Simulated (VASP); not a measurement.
# CdS (P1) in VASP: single point with r2SCAN

Aim: the single point of CdS with r2SCAN.

All numbers are computed with VASP 6.6.1; they aren't measurements. Logs are shortened: lines on timing, memory, paths and dates and some standing lists are left out, and cuts for length are marked.

## (1) The cell of the first run

The typed cell holds 16 atoms: a = 8.329 Å, b = 8.329 Å, c = 6.766 Å, α = 90.00°, β = 90.00°, γ = 120.00°.

## (2) Single point, r2SCAN

Contents of POSCAR:

```
CdS
1.0
    8.3292025366     -0.0000000001      0.0000000000
   -4.1646012683      7.2133009900      0.0000000000
    0.0000000000      0.0000000000      6.7660104976
Cd S
8 8
Direct
    0.1446918647      0.3296632157     -0.0015768524
    0.3542191462      0.1740341907      0.5085289184
    0.1509350834      0.8315955494      0.0002395799
    0.3263432062      0.6412056015      0.4956623998
    0.6624662296      0.3147901361     -0.0204708521
    0.8493565386      0.1994497390      0.4977178207
    0.6749562085      0.8476741798      0.0095664942
    0.8364677987      0.6602933950      0.4982807817
    0.1589585521      0.3344855571      0.3775790772
    0.3398238064      0.1928535912      0.8769698188
    0.1865713156      0.8479623973      0.3823440713
    0.3196082336      0.6604305028      0.8905989729
    0.6729308001      0.3358054798      0.3675904731
    0.8159899115      0.1650096123      0.8815406068
    0.6942426045      0.8255912249      0.3796386365
    0.8138518204      0.6423992298      0.8666841416
```

Contents of INCAR.step1:

```
PREC = Accurate
ENCUT = 520
ISMEAR = -1
SIGMA = 0.112
LREAL = Auto
LASPH = T
NELM = 100
NBANDS = 86
GGA = PE
ALGO = Normal
EDIFF = 1E-4
LWAVE = T
LCHARG = F
```

Contents of INCAR.step2:

```
PREC = Accurate
ENCUT = 520
EDIFF = 1E-6
ISMEAR = -1
SIGMA = 0.112
LREAL = Auto
LASPH = T
NELM = 100
ALGO = Normal
ISIF = 2
LWAVE = F
LCHARG = F
METAGGA = R2SCAN
LMIXTAU = T
NBANDS = 86
ISTART = 1
```

Contents of KPOINTS:

```
Automatic mesh
0
Gamma
  3 3 2
```

Potentials or basis: VASP PAW PBE potentials, release 64 (Cd, S).

Launch:

```console
cat potpaw_PBE.64/Cd/POTCAR potpaw_PBE.64/S/POTCAR > POTCAR
cp INCAR.step1 INCAR
mpirun -np 1 vasp_std > vasp.out
cp INCAR.step2 INCAR
mpirun -np 1 vasp_std > vasp.out
```

OUTCAR:

```text
PREC = Accurate
   ENCUT = 520
   EDIFF = 1E-6
   ISMEAR = -1
   LREAL = Auto
   LASPH = T
   NELM = 100
   ISIF = 2
   METAGGA = R2SCAN
   ISTART = 1

 ion  position               nearest neighbor table
   1  0.145  0.330  0.998-  12 2.50  14 2.50  10 2.54   9 2.57
   2  0.354  0.174  0.509-  13 2.49  11 2.50  10 2.50   9 2.72
   3  0.151  0.832  0.000-  12 2.56  11 2.60  16 2.60  10 2.74
   4  0.326  0.641  0.496-   9 2.36  11 2.63  12 2.68  15 2.77
   5  0.662  0.315  0.980-  14 2.29  10 2.45  16 2.49  13 2.63
   6  0.849  0.199  0.498-   9 2.38  13 2.43  14 2.61  15 2.83
[... 8 lines left out ...]
  15  0.694  0.826  0.380-   8 2.36   7 2.52   4 2.77   6 2.83
  16  0.814  0.642  0.867-   5 2.49   8 2.50   3 2.60   7 2.68

  LATTYP: Found a hexagonal cell.
 ALAT       =     8.3292025366
 C/A-ratio  =     0.8123239251

  Lattice vectors:

 A1 = (   8.3292025366,  -0.0000000001,   0.0000000000)
 A2 = (  -4.1646012683,   7.2133009900,   0.0000000000)
 A3 = (   0.0000000000,   0.0000000000,   6.7660104976)

Analysis of symmetry for initial positions (statically):
=====================================================================
 Subroutine PRICEL returns:
 Original cell was already a primitive cell.

 Routine SETGRP: Setting up the symmetry group for a
 hexagonal supercell.

 Subroutine GETGRP returns: Found  1 space group operations
 (whereof  1 operations were pure point group operations)
 out of a pool of 24 trial point group operations.

The static configuration has the point symmetry C_1 .

Analysis of symmetry for dynamics (positions and initial velocities):
=====================================================================
 Subroutine PRICEL returns:
 Original cell was already a primitive cell.

 Routine SETGRP: Setting up the symmetry group for a
 hexagonal supercell.

 Subroutine GETGRP returns: Found  1 space group operations
 (whereof  1 operations were pure point group operations)
 out of a pool of 24 trial point group operations.

The dynamic configuration has the point symmetry C_1 .

 Subroutine INISYM returns: Found  1 space group operations
 (whereof  1 operations are pure point group operations),
 and found     1 'primitive' translations

----------------------------------------------------------------------------------------

                                     Primitive cell

  volume of cell :     406.5090

  direct lattice vectors                    reciprocal lattice vectors
     8.329202537 -0.000000000  0.000000000     0.120059513  0.069316392  0.000000000
    -4.164601268  7.213300990  0.000000000     0.000000000  0.138632784  0.000000000
     0.000000000  0.000000000  6.766010498     0.000000000  0.000000000  0.147797583

  length of vectors
     8.329202537  8.329202537  6.766010498     0.138632784  0.138632784  0.147797583

  position of ions in fractional coordinates (direct lattice)
     0.144691865  0.329663216  0.998423148
     0.354219146  0.174034191  0.508528918
     0.150935083  0.831595549  0.000239580
     0.326343206  0.641205601  0.495662400
     0.662466230  0.314790136  0.979529148
     0.849356539  0.199449739  0.497717821
[... 8 lines left out ...]
     0.694242604  0.825591225  0.379638636
     0.813851820  0.642399230  0.866684142

  ion indices of the primitive-cell ions
   primitive index   ion index
                 1           1
                 2           2
                 3           3
                 4           4
                 5           5
                 6           6
[... 8 lines left out ...]
                15          15
                16          16

----------------------------------------------------------------------------------------

 KPOINTS: Automatic mesh

Automatic generation of k-mesh.
 Grid dimensions read from file:
 generate k-points for:    3    3    2

 Generating k-lattice:

  Cartesian coordinates                     Fractional coordinates (reciprocal lattice)
     0.040019838  0.023105464  0.000000000     0.333333333  0.000000000  0.000000000
     0.000000000  0.046210928  0.000000000     0.000000000  0.333333333  0.000000000
     0.000000000  0.000000000  0.073898792     0.000000000  0.000000000  0.500000000

  Length of vectors
     0.046210928  0.046210928  0.073898792

  Shift w.r.t. Gamma in fractional coordinates (k-lattice)
     0.000000000  0.000000000  0.000000000

 Subroutine IBZKPT returns following result:
 ===========================================

 Found     10 irreducible k-points:

 Following reciprocal coordinates:
            Coordinates               Weight
  0.000000  0.000000  0.000000      1.000000
  0.333333  0.000000  0.000000      2.000000
 -0.000000  0.333333  0.000000      2.000000
 -0.333333  0.333333  0.000000      2.000000
  0.333333  0.333333  0.000000      2.000000
  0.000000  0.000000  0.500000      1.000000
  0.333333  0.000000  0.500000      2.000000
 -0.000000  0.333333  0.500000      2.000000
 -0.333333  0.333333  0.500000      2.000000
  0.333333  0.333333  0.500000      2.000000
   k-points           NKPTS =     10   k-points in BZ     NKDIM =     10   number of bands    NBANDS=     86
   number of dos      NEDOS =    301   number of ions     NIONS =     16
   total plane-waves  NPLWV = 204800
   dimension x,y,z NGX =    64 NGY =   64 NGZ =   50
   dimension x,y,z NGXF=   128 NGYF=  128 NGZF=  100
   ions per type =               8   8
   NGX,Y,Z   is equivalent  to a cutoff of  12.77, 12.77, 12.29 a.u.
   NGXF,Y,Z  is equivalent  to a cutoff of  25.55, 25.55, 24.57 a.u.
 SYSTEM =  unknown system
   PREC   = accura    normal or accurate (medium, high low for compatibility)
   ISTART =      1    job   : 0-new  1-cont  2-samecut
   ICHARG =      0    charge: 1-file 2-atom 10-const
   ISPIN  =      1    spin polarized calculation?
   LNONCOLLINEAR =      F non collinear calculations
   LSORBIT =      F    spin-orbit coupling
   LASPH  =      T    aspherical Exc in radial PAW
   ENCUT  =  520.0 eV  38.22 Ry    6.18 a.u.  15.49 15.49 12.58*2*pi/ulx,y,z
   NELM   =    100;   NELMIN=  2; NELMDL=  0     # of ELM steps
   EDIFF  = 0.1E-05   stopping-criterion for ELM
   LREAL  =      T    real-space projection
   EDIFFG = 0.1E-04   stopping-criterion for IOM
   NSW    =      0    number of steps for IOM
   IBRION =     -1    ionic relax: 0-MD 1-quasi-New 2-CG
   NFREE  =      0    steps in history (QN), initial steepest desc. (CG)
   ISIF   =      2    stress and relaxation
   ISYM   =      2    0-nonsym 1-usesym 2-fastsym
   POTIM  = 0.5000    time-step for ionic-motion
   TEBEG  =    0.0;   TEEND  =   0.0 temperature during run
   PSTRESS=    0.0 pullay stress
   NELECT =     144.0000    total number of electrons
   NUPDOWN=      -1.0000    fix difference up-down
   EMIN   =  10.00;   EMAX   =-10.00  energy-range for DOS
   EFERMI =   0.00;   METHOD = LEGACY
   ISMEAR =    -1;   SIGMA  =   0.11  broadening in eV -4-tet -1-fermi 0-gaus
   EFERMI_NEDOS =   21; number of points for ismear=-14 and -15
   IALGO  =     38    algorithm
   IMIX   =      4    mixing-type and parameters
     AMIX     =   0.40;   BMIX     =  1.00
     AMIX_MAG =   1.60;   BMIX_MAG =  1.00
  volume/ion in A,a.u.               =      25.41       171.45
  Fermi-wavevector in a.u.,A,eV,Ry     =   1.158348  2.188960 18.255881  1.341769
  Thomas-Fermi vector in A             =   2.294951
   LORBIT       =      0    0 simple, 1 ext, 2 COOP (PROOUT), +10 PAW based schemes
   METAGGA = R2SCAN    functional components
   LHFCALC =     F    Hartree Fock is set to
   AEXX    =    0.0000 exact exchange contribution
   IVDW    =     0    specifies the selected vdW correction
   LEPSILON=     F    determine dielectric tensor
   LRPA    =     F    only Hartree local field effects (RPA)
 non-spin polarized calculation
  energy-cutoff  :      520.00
  volume of cell :      406.51
 maximum number of plane-waves:     10956
 NGX is ok and might be reduce to    64
   NGX = 31   NGY = 31   NGZ = 25

 number of electron     143.9999989 magnetization

 Free energy of the ion-electron system (eV)
  ---------------------------------------------------
  ext. energy  EPLUGINS =         0.00000000
  ---------------------------------------------------
  free energy    TOTEN  =      -236.23082153 eV

  energy without entropy =     -236.23037082  energy(sigma->0) =     -236.23059617

 E-fermi :   1.7647     XC(G=0):  -9.6050

 val. band max:        0.8932146333   @ k =   0.0000   0.0000   0.0000
 cond. band min:       2.4536699533   @ k =   0.0000   0.0000   0.0000
 fundamental gap:      1.5604553201
 Fermi energy:         1.7647395323

 k-point     1 :       0.0000    0.0000    0.0000
  band No.  band energies     occupation
      1     -12.3231      2.00000
      2     -11.9643      2.00000
      3     -11.7434      2.00000
      4     -11.5079      2.00000
      5     -11.3560      2.00000
      6     -11.1893      2.00000
[... 76 lines left out ...]
     83       6.4898      0.00000
     84       7.4453      0.00000

 k-point     2 :       0.3333    0.0000    0.0000
  band No.  band energies     occupation
      1     -12.2998      2.00000
      2     -11.9557      2.00000
      3     -11.7606      2.00000
      4     -11.4981      2.00000
      5     -11.3606      2.00000
      6     -11.2054      2.00000
[... 76 lines left out ...]
     83       6.3926      0.00000
     84       6.9200      0.00000

 k-point     3 :      -0.0000    0.3333    0.0000
  band No.  band energies     occupation
      1     -12.3056      2.00000
      2     -11.9561      2.00000
      3     -11.7388      2.00000
      4     -11.4957      2.00000
      5     -11.4005      2.00000
      6     -11.1895      2.00000
[... 76 lines left out ...]
     83       6.5887      0.00000
     84       7.1328      0.00000

 k-point     4 :      -0.3333    0.3333    0.0000
  band No.  band energies     occupation
      1     -12.2979      2.00000
      2     -11.9504      2.00000
      3     -11.7728      2.00000
      4     -11.4989      2.00000
      5     -11.3477      2.00000
      6     -11.2116      2.00000
[... 76 lines left out ...]
     83       6.7355      0.00000
     84       7.0978      0.00000

 k-point     5 :       0.3333    0.3333    0.0000
  band No.  band energies     occupation
      1     -12.2899      2.00000
      2     -11.9480      2.00000
      3     -11.7652      2.00000
      4     -11.4914      2.00000
      5     -11.3820      2.00000
      6     -11.2039      2.00000
[... 76 lines left out ...]
     83       6.7603      0.00000
     84       6.8926      0.00000

 k-point     6 :       0.0000    0.0000    0.5000
  band No.  band energies     occupation
      1     -12.2688      2.00000
      2     -11.9738      2.00000
      3     -11.7174      2.00000
      4     -11.5213      2.00000
      5     -11.3068      2.00000
      6     -11.2160      2.00000
[... 76 lines left out ...]
     83       6.4532      0.00000
     84       6.6070      0.00000

 k-point     7 :       0.3333    0.0000    0.5000
  band No.  band energies     occupation
      1     -12.2579      2.00000
      2     -11.9487      2.00000
      3     -11.7340      2.00000
      4     -11.5141      2.00000
      5     -11.3174      2.00000
      6     -11.1996      2.00000
[... 76 lines left out ...]
     83       6.5991      0.00000
     84       6.6581      0.00000

 k-point     8 :      -0.0000    0.3333    0.5000
  band No.  band energies     occupation
      1     -12.2601      2.00000
      2     -11.9600      2.00000
      3     -11.7133      2.00000
      4     -11.5026      2.00000
      5     -11.3306      2.00000
      6     -11.2346      2.00000
[... 76 lines left out ...]
     83       6.6188      0.00000
     84       6.7441      0.00000

 k-point     9 :      -0.3333    0.3333    0.5000
  band No.  band energies     occupation
      1     -12.2563      2.00000
      2     -11.9484      2.00000
      3     -11.7344      2.00000
      4     -11.5227      2.00000
      5     -11.3050      2.00000
      6     -11.1988      2.00000
[... 76 lines left out ...]
     83       6.6636      0.00000
     84       6.7647      0.00000

 k-point    10 :       0.3333    0.3333    0.5000
  band No.  band energies     occupation
      1     -12.2527      2.00000
      2     -11.9413      2.00000
      3     -11.7322      2.00000
      4     -11.5082      2.00000
      5     -11.3246      2.00000
      6     -11.2122      2.00000
[... 76 lines left out ...]
     83       6.6160      0.00000
     84       6.6669      0.00000
 [bands above 84 left out]

------------------------ aborting loop because EDIFF is reached ----------------------------------------

  FORCE on cell =-STRESS in cart. coord.  units (eV):
  Direction    XX          YY          ZZ          XY          YZ          ZX
  --------------------------------------------------------------------------------------
  -------------------------------------------------------------------------------------
  Total        5.7158759      4.9848300      0.5937563     -2.7112754      0.1473143     -0.3041978
  in kB       22.5280308     19.6467532      2.3401770    -10.6859728      0.5806111     -1.1989375
  external PRESSURE =      14.8383203 kB  Pullay stress =       0.0000000 kB

 VOLUME and BASIS-vectors are now :
 -----------------------------------------------------------------------------
  energy-cutoff  :      520.00
  volume of cell :      406.51
      direct lattice vectors                 reciprocal lattice vectors
     8.329202537 -0.000000000  0.000000000     0.120059513  0.069316392  0.000000000
    -4.164601268  7.213300990  0.000000000     0.000000000  0.138632784  0.000000000
     0.000000000  0.000000000  6.766010498     0.000000000  0.000000000  0.147797583

 POSITION                                       TOTAL-FORCE (eV/Angst)
 -----------------------------------------------------------------------------------
     -0.16775      2.37796      6.75534         0.320949      0.190842      0.136364
      2.22558      1.25536      3.44071        -0.496062     -0.012586     -0.114929
     -2.20610      5.99855      0.00162         0.012081      0.186065     -0.062764
      0.04781      4.62521      3.35366         0.258172      1.770344      0.552656
      4.20684      2.27068      6.62750        -1.381614      0.989244      1.055634
      6.24383      1.43869      3.36756        -0.277512     -1.326778      0.424766
[... 8 lines left out ...]
      2.34423      5.95524      2.56864        -1.862322      1.024622     -0.112060
      4.10340      4.63382      5.86399         0.051381      1.097709      0.495675
 -----------------------------------------------------------------------------------
    total drift:                                0.005925     -0.002517     -0.001135

  FREE ENERGIE OF THE ION-ELECTRON SYSTEM (eV)
  ---------------------------------------------------
  free  energy   TOTEN  =      -236.2308215253 eV

  energy  without entropy=     -236.2303708218  energy(sigma->0) =     -236.23059617
```

It took 13 min on 1 thread of Intel Xeon 6975P-C (Granite Rapids), shared host; peak memory 0.63 GiB.

Results:

| Property | Result |
| --- | --- |
| Free energy | -236.2308 eV |
| Pressure | 1.5 GPa |
| Largest force | 2.168 eV/Å |
| Band gap on the k mesh | 1.56 eV |

Forces in eV/Å, atoms in the order of the input:
```
Cd   0.321  0.191  0.136
Cd  -0.496 -0.013 -0.115
Cd   0.012  0.186 -0.063
Cd   0.258  1.770  0.553
Cd  -1.382  0.989  1.056
Cd  -0.278 -1.327  0.425
Cd  -0.046 -1.164 -0.030
Cd   1.091 -0.009  0.145
S    1.189 -0.922 -0.541
S   -0.600 -1.066  0.161
S   -0.035 -0.559 -0.157
S    0.310  0.589 -0.496
S   -0.260 -0.011 -0.399
S    1.725 -0.777 -1.058
S   -1.862  1.025 -0.112
S    0.051  1.098  0.496
```

Stress tensor (GPa, compression positive):
```
 2.25 -1.07 -0.12
-1.07  1.96  0.06
-0.12  0.06  0.23
```

Caveat: the k points lie up to 0.46 Å⁻¹ apart; the atoms stand as in a frame of molecular dynamics; the PAW data sets were made with another functional, which shifts forces and pressure a little.
